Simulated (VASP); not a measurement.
The system is Te.

```
Te
1.0
     2.77008    0.00000    0.00000
     0.00000    2.77008    0.00000
     0.00000    0.00000    2.77008
Te
1
Cartesian
  0.0000 0.0000 0.0000
```

Base run:

| Item | Value |
| --- | --- |
| Program | VASP 6.6.1 |
| Functional | PBEsol |
| Potentials or basis | VASP PAW PBE potentials, release 64 (Te) |
| Cutoff | 500 eV |
| k mesh | 13 × 13 × 13 |
| Occupations | fermi-dirac, width 0.001 eV |
| Spin | no spin polarisation |

Its results: band gap on the k mesh zero (band 3 reaches 17.56 eV, above the bottom of band 4 at 9.03 eV); pressure 51.4 GPa.

Problem. The run is repeated on the same cell with these changes: cutoff from 500 eV to 520 eV; occupations from fermi-dirac, width 0.001 eV to fermi-dirac, width 0.08 eV. What comes out?

Solution. Band gap on the k mesh zero (band 3 reaches 17.56 eV, above the bottom of band 4 at 9.04 eV); pressure 51.8 GPa.

Caveats: the PAW data sets were made with another functional, which shifts forces and pressure a little; spin-orbit coupling is left out, which moves the levels of the heavy elements.
